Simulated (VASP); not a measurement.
# GaN (F-43m) in VASP: notebook

Runs on GaN. Level: PBEsol. Tasks: relaxation of cell and atoms.

All numbers are computed with VASP 6.6.1; they aren't measurements. Logs are shortened: lines on timing, memory, paths and dates and some standing lists are left out, and cuts for length are marked.

### Step 1. The cell of the first run

The structure is cubic, space group F-43m (No. 216). Conventional cell: a = 4.498 Å, b = 4.498 Å, c = 4.498 Å, α = 90.00°, β = 90.00°, γ = 90.00°. Within 2.6 Å of Ga (site symmetry -43m) lie 4 N at 1.95 Å. N (site symmetry -43m) has 4 Ga at 1.95 Å within 2.6 Å.

### Step 2. Relaxation of cell and atoms, PBEsol, target pressure 25 GPa, at which the enthalpy is minimised

File INCAR:

```
SYSTEM = GaN
  ALGO = Normal
  EDIFF = 1E-6
  EDIFFG = -0.001
  ENCUT = 600
  GGA = PS
  IBRION = 2
  ISIF = 3
  ISMEAR = 0
  LASPH = .TRUE.
  LCHARG = .FALSE.
  LREAL = .FALSE.
  LWAVE = .FALSE.
  NELM = 100
  NSW = 80
  PREC = Accurate
  PSTRESS = 250.0
  SIGMA = 0.01
```

File KPOINTS:

```
k-points
0
G
  10 10 10
  0 0 0
```

File POSCAR:

```
GaN
1.0
    0.0000000000      2.2490690254      2.2490690254
    2.2490690254      0.0000000000      2.2490690254
    2.2490690254      2.2490690254      0.0000000000
Ga N
1 1
Direct
    0.0000000000      0.0000000000      0.0000000000
    0.7500000000      0.7500000000      0.7500000000
```

Potentials or basis: VASP PAW PBE potentials, release 64 (Ga_d, N).

Launch:

```sh
$ cat potpaw_PBE.64/Ga_d/POTCAR potpaw_PBE.64/N/POTCAR > POTCAR
$ mpirun -np 1 vasp_std > vasp.out
```

OUTCAR:

```text
SYSTEM = GaN
   EDIFF = 1E-6
   EDIFFG = -0.001
   ENCUT = 600
   GGA = PS
   IBRION = 2
   ISIF = 3
   ISMEAR = 0
   LASPH = .TRUE.
   LREAL = .FALSE.
   NELM = 100
   NSW = 80
   PREC = Accurate
   PSTRESS = 250.0

 ion  position               nearest neighbor table
   1  0.000  0.000  0.000-   2 1.95   2 1.95   2 1.95   2 1.95
   2  0.750  0.750  0.750-   1 1.95   1 1.95   1 1.95   1 1.95

  LATTYP: Found a face centered cubic cell.
 ALAT       =     4.4981380508

  Lattice vectors:

 A1 = (   0.0000000000,   2.2490690254,   2.2490690254)
 A2 = (   2.2490690254,   0.0000000000,   2.2490690254)
 A3 = (   2.2490690254,   2.2490690254,   0.0000000000)

Analysis of symmetry for initial positions (statically):
=====================================================================
 Subroutine PRICEL returns:
 Original cell was already a primitive cell.

 Routine SETGRP: Setting up the symmetry group for a
 face centered cubic supercell.

 Subroutine GETGRP returns: Found 24 space group operations
 (whereof 24 operations were pure point group operations)
 out of a pool of 48 trial point group operations.

The static configuration has the point symmetry T_d .

Analysis of symmetry for dynamics (positions and initial velocities):
=====================================================================
 Subroutine PRICEL returns:
 Original cell was already a primitive cell.

 Routine SETGRP: Setting up the symmetry group for a
 face centered cubic supercell.

 Subroutine GETGRP returns: Found 24 space group operations
 (whereof 24 operations were pure point group operations)
 out of a pool of 48 trial point group operations.

The dynamic configuration has the point symmetry T_d .

 Subroutine INISYM returns: Found 24 space group operations
 (whereof 24 operations are pure point group operations),
 and found     1 'primitive' translations

----------------------------------------------------------------------------------------

                                     Primitive cell

  volume of cell :      22.7530

  direct lattice vectors                    reciprocal lattice vectors
     0.000000000  2.249069025  2.249069025    -0.222314208  0.222314208  0.222314208
     2.249069025  0.000000000  2.249069025     0.222314208 -0.222314208  0.222314208
     2.249069025  2.249069025  0.000000000     0.222314208  0.222314208 -0.222314208

  length of vectors
     3.180663918  3.180663918  3.180663918     0.385059504  0.385059504  0.385059504
[... 111 lines left out ...]
   LRPA    =     F    only Hartree local field effects (RPA)
 conjugate gradient relaxation of ions
 non-spin polarized calculation
 Gauss-broadening in eV      SIGMA  =   0.01
  energy-cutoff  :      600.00
  volume of cell :       22.75
 maximum number of plane-waves:       769
 NGX is ok and might be reduce to    28
   NGX = 13   NGY = 13   NGZ = 13

--------------------------------------- Ionic step        1  -------------------------------------------

 number of electron      18.0000005 magnetization

 Free energy of the ion-electron system (eV)
  ---------------------------------------------------
  ext. energy  EPLUGINS =         0.00000000
  ---------------------------------------------------
  free energy    TOTEN  =       -13.12425978 eV

  energy without entropy =      -13.12425978  energy(sigma->0) =      -13.12425978

------------------------ aborting loop because EDIFF is reached ----------------------------------------

  FORCE on cell =-STRESS in cart. coord.  units (eV):
  Direction    XX          YY          ZZ          XY          YZ          ZX
  --------------------------------------------------------------------------------------
  -------------------------------------------------------------------------------------
  Total       -0.0587169     -0.0587169     -0.0587169     -0.0000000      0.0000000     -0.0000000
  in kB       -4.1346153     -4.1346153     -4.1346153     -0.0000000      0.0000000     -0.0000000
  external PRESSURE =    -254.1346153 kB  Pullay stress =     250.0000000 kB
[... 97 lines left out ...]
  energy  without entropy=      -12.9789011162  energy(sigma->0) =      -12.97890112

  enthalpy is  TOTEN    =        -9.7741448120 eV   P V=        3.2047563043

[... ionic steps 4 to 7 ...]

--------------------------------------- Ionic step        8  -------------------------------------------

 number of electron      18.0000001 magnetization

------------------------ aborting loop because EDIFF is reached ----------------------------------------
[... 71 lines left out ...]
--------------------------------------- Ionic step       10  -------------------------------------------

 number of electron      18.0000001 magnetization

 Free energy of the ion-electron system (eV)
  ---------------------------------------------------
  ext. energy  EPLUGINS =         0.00000000
  ---------------------------------------------------
  free energy    TOTEN  =       -12.96337982 eV

  energy without entropy =      -12.96337982  energy(sigma->0) =      -12.96337982

 E-fermi :   6.6010     XC(G=0): -12.5240

 val. band max:        6.4686993744   @ k =   0.0000   0.0000   0.0000
 cond. band min:       8.8749133704   @ k =   0.0000   0.0000   0.0000
 fundamental gap:      2.4062139960
 Fermi energy:         6.6010244262

 k-point     1 :       0.0000    0.0000    0.0000
  band No.  band energies     occupation
      1     -10.5146      2.00000
      2      -7.1022      2.00000
      3      -7.1022      2.00000
      4      -7.1022      2.00000
      5      -6.6419      2.00000
      6      -6.6419      2.00000
      7       6.4687      2.00000
      8       6.4687      2.00000
      9       6.4687      2.00000
     10       8.8749      0.00000
     11      17.3804      0.00000
     12      17.3804      0.00000
     13      17.3804      0.00000
[... 354 lines left out ...]
  band No.  band energies     occupation
      1      -9.1186      2.00000
      2      -6.9595      2.00000
      3      -6.7884      2.00000
      4      -6.7851      2.00000
      5      -6.5584      2.00000
      6      -5.8582      2.00000
      7       1.1558      2.00000
      8       3.5898      2.00000
      9       3.9519      2.00000
     10      10.9768      0.00000
     11      14.3442      0.00000
     12      17.7842      0.00000
     13      20.2619      0.00000

 [... further k-points ...]

------------------------ aborting loop because EDIFF is reached ----------------------------------------

  FORCE on cell =-STRESS in cart. coord.  units (eV):
  Direction    XX          YY          ZZ          XY          YZ          ZX
  --------------------------------------------------------------------------------------
  -------------------------------------------------------------------------------------
  Total        3.1878326      3.1878326      3.1878326      0.0000000     -0.0000000      0.0000000
  in kB      249.9281452    249.9281452    249.9281452      0.0000000     -0.0000000      0.0000000
  external PRESSURE =      -0.0718548 kB  Pullay stress =     250.0000000 kB
[... 21 lines left out ...]
  energy  without entropy=      -12.9633798214  energy(sigma->0) =      -12.96337982

  enthalpy is  TOTEN    =        -9.7746307231 eV   P V=        3.1887490983

 reached required accuracy - stopping structural energy minimisation
```

Wall time 67 s (1 thread of Intel Xeon 6975P-C, shared host); peak memory 0.18 GiB.

What came out:

```yaml
Free_energy: -12.9634 eV
Relaxed_volume: 10.22 Å³/atom
Relaxed_cell: a = 3.069 Å, b = 3.069 Å, c = 3.069 Å, α = 60.00°, β = 60.00°, γ = 60.00°
Space_group_after_relaxing_to_0.05_Å: F-43m (No. 216)
Energy_change_on_relaxing_the_enthalpy_is_what_falls: +80.4 meV/atom
Ionic_steps: 10
Pressure_after_relaxing: 25.0 GPa
Band_gap_on_the_k_mesh: 2.41 eV, direct
```

Step by step:
| step | energy change (eV) | largest force (eV/Å) | pressure (GPa) | volume (Å³) |
| --- | --- | --- | --- | --- |
| 1 | 0.0000 | 0.0000 | -0.41 | 22.75 |
| 2 | 1.2161 | 0.0000 | 91.76 | 17.31 |
| 3 | 0.1454 | 0.0000 | 23.61 | 20.54 |
| 4 | 0.1577 | 0.0000 | 24.78 | 20.46 |
| 5 | 0.1647 | 0.0000 | 25.37 | 20.41 |
| 6 | 0.1551 | 0.0000 | 24.35 | 20.47 |
| 7 | 0.1611 | 0.0000 | 25.05 | 20.43 |
| 8 | 0.1607 | 0.0000 | 24.85 | 20.44 |
| 9 | 0.1610 | 0.0000 | 25.07 | 20.43 |
| 10 | 0.1609 | 0.0000 | 24.99 | 20.44 |

Final structure:
```
CELL_PARAMETERS angstrom
0.00000 2.16997 2.16997
2.16997 0.00000 2.16997
2.16997 2.16997 0.00000
ATOMIC_POSITIONS crystal
Ga 0.00000 0.00000 0.00000
N 0.75000 0.75000 0.75000
```

Caveat: the cell is relaxed towards a set pressure, so the enthalpy falls and the energy may rise; the PAW data sets were made with another functional, which shifts forces and pressure a little.

### Step 3. Relaxation of cell and atoms, PBEsol, target pressure 25 GPa, at which the enthalpy is minimised

This run uses another cell than the first one, of 10.24 Å³/atom, 0.900 times its volume.

File INCAR:

```
SYSTEM = GaN
PREC = Accurate
ENCUT = 600
EDIFF = 1E-6
ISMEAR = 0
SIGMA = 0.01
LREAL = .FALSE.
LASPH = .TRUE.
NELM = 80
ALGO = Normal
ISIF = 3
LWAVE = .FALSE.
LCHARG = .FALSE.
GGA = PS
IBRION = 2
NSW = 80
EDIFFG = -0.001
PSTRESS = 250.0
```

File KPOINTS:

```
regular mesh
0
G
  12 12 12
  0 0 0
```

File POSCAR:

```
GaN
1.0
    0.0000000000      2.1713573498      2.1713573498
    2.1713573498      0.0000000000      2.1713573498
    2.1713573498      2.1713573498      0.0000000000
Ga N
1 1
Direct
    0.0000000000      0.0000000000      0.0000000000
    0.7500000000      0.7500000000      0.7500000000
```

Potentials or basis: VASP PAW PBE potentials, release 64 (Ga_d, N).

Launch:

```sh
$ cat potpaw_PBE.64/Ga_d/POTCAR potpaw_PBE.64/N/POTCAR > POTCAR
$ mpirun -np 1 vasp_std > vasp.out
```

OUTCAR:

```text
SYSTEM = GaN
   PREC = Accurate
   ENCUT = 600
   EDIFF = 1E-6
   ISMEAR = 0
   LREAL = .FALSE.
   LASPH = .TRUE.
   NELM = 80
   ISIF = 3
   GGA = PS
   IBRION = 2
   NSW = 80
   EDIFFG = -0.001
   PSTRESS = 250.0

 ion  position               nearest neighbor table
   1  0.000  0.000  0.000-   2 1.88   2 1.88   2 1.88   2 1.88
   2  0.750  0.750  0.750-   1 1.88   1 1.88   1 1.88   1 1.88

  LATTYP: Found a face centered cubic cell.
 ALAT       =     4.3427146996

  Lattice vectors:

 A1 = (   0.0000000000,   2.1713573498,   2.1713573498)
 A2 = (   2.1713573498,   0.0000000000,   2.1713573498)
 A3 = (   2.1713573498,   2.1713573498,   0.0000000000)

Analysis of symmetry for initial positions (statically):
=====================================================================
 Subroutine PRICEL returns:
 Original cell was already a primitive cell.

 Routine SETGRP: Setting up the symmetry group for a
[... 420 lines left out ...]
      4      -7.1028      2.00000
      5      -6.6427      2.00000
      6      -6.6427      2.00000
      7       6.4670      2.00000
      8       6.4670      2.00000
      9       6.4670      2.00000
     10       8.8722      0.00000
     11      17.3783      0.00000
     12      17.3783      0.00000
     13      17.3783      0.00000
[... 354 lines left out ...]
  band No.  band energies     occupation
      1      -9.1066      2.00000
      2      -6.9737      2.00000
      3      -6.9065      2.00000
      4      -6.6502      2.00000
      5      -6.5997      2.00000
      6      -5.1910      2.00000
      7      -0.9344      2.00000
      8       3.6459      2.00000
      9       4.9556      2.00000
     10      13.1362      0.00000
     11      14.2234      0.00000
     12      17.4553      0.00000
     13      18.2160      0.00000

 [... further k-points ...]

------------------------ aborting loop because EDIFF is reached ----------------------------------------

  FORCE on cell =-STRESS in cart. coord.  units (eV):
  Direction    XX          YY          ZZ          XY          YZ          ZX
  --------------------------------------------------------------------------------------
  -------------------------------------------------------------------------------------
  Total        3.1890688      3.1890688      3.1890688      0.0000000      0.0000000     -0.0000000
  in kB      249.9953041    249.9953041    249.9953041      0.0000000      0.0000000     -0.0000000
  external PRESSURE =      -0.0046959 kB  Pullay stress =     250.0000000 kB
[... 21 lines left out ...]
  energy  without entropy=      -12.9596413819  energy(sigma->0) =      -12.95964138

  enthalpy is  TOTEN    =        -9.7705126540 eV   P V=        3.1891287279

 reached required accuracy - stopping structural energy minimisation
```

OSZICAR:

```text
N       E                     dE             d eps       ncg     rms          rms(c)
DAV:   1     0.947190867490E+02    0.94719E+02   -0.10572E+04  1978   0.278E+03
DAV:   2    -0.734560303029E+01   -0.10206E+03   -0.96572E+02  2097   0.392E+02
DAV:   3    -0.148660730476E+02   -0.75205E+01   -0.74768E+01  2097   0.966E+01
[... 42 lines left out ...]
DAV:   1    -0.129596889417E+02    0.17573E-02   -0.61959E-04  2157   0.758E-01    0.422E-02
DAV:   2    -0.129596515572E+02    0.37384E-04   -0.60977E-05  2257   0.290E-01    0.190E-02
DAV:   3    -0.129596423751E+02    0.91821E-05   -0.10302E-05  2287   0.131E-01    0.445E-03
DAV:   4    -0.129596413688E+02    0.10062E-05   -0.15370E-06  1181   0.208E-02    0.308E-04
DAV:   5    -0.129596413819E+02   -0.13054E-07   -0.23485E-07   941   0.765E-03
   7 F= -.97705127E+01 E0= -.97705127E+01  d E =-.920387E-07
```

CONTCAR:

```text
GaN
   1.00000000000000
     0.0000000000000000    2.1700556733310661    2.1700556733310661
     2.1700556733310661   -0.0000000000000000    2.1700556733310661
     2.1700556733310661    2.1700556733310661   -0.0000000000000000
  Ga              N
     1     1
Direct
     0.0000000000000000    0.0000000000000000    0.0000000000000000
     0.7500000000000000    0.7500000000000000    0.7500000000000000

  0.00000000E+00  0.00000000E+00  0.00000000E+00
  0.00000000E+00  0.00000000E+00  0.00000000E+00
```

Run time: 70 s. Hardware: 1 thread of Intel Xeon 6975P-C, shared host; peak memory 0.18 GiB.

Results:

```yaml
Free_energy: -12.9596 eV
Relaxed_volume: 10.22 Å³/atom
Relaxed_cell: a = 3.069 Å, b = 3.069 Å, c = 3.069 Å, α = 60.00°, β = 60.00°, γ = 60.00°
Space_group_after_relaxing_to_0.05_Å: F-43m (No. 216)
Energy_change_on_relaxing_the_enthalpy_is_what_falls: +2.8 meV/atom
Ionic_steps: 7
Pressure_after_relaxing: 25.0 GPa
Band_gap_on_the_k_mesh: 2.41 eV, direct
```

The path:
```
step  energy change (eV)  largest force (eV/Å)  pressure (GPa)  volume (Å³)
   1              0.0000                0.0000           24.45        20.47
   2              0.0163                0.0000           26.05        20.37
   3              0.0064                0.0000           24.96        20.43
   4              0.0068                0.0000           25.18        20.43
   5              0.0065                0.0000           25.10        20.43
   6              0.0039                0.0000           24.78        20.45
   7              0.0057                0.0000           25.00        20.44
```

Final structure:
```
Ga N
1.0
     0.00000    2.17006    2.17006
     2.17006    0.00000    2.17006
     2.17006    2.17006    0.00000
Ga N
1 1
Direct
  0.00000 0.00000 0.00000
  0.75000 0.75000 0.75000
```

Caveat: the cell is relaxed towards a set pressure, so the enthalpy falls and the energy may rise; the PAW data sets were made with another functional, which shifts forces and pressure a little. PBEsol gaps usually lie below the measured ones, often by a third to a half.
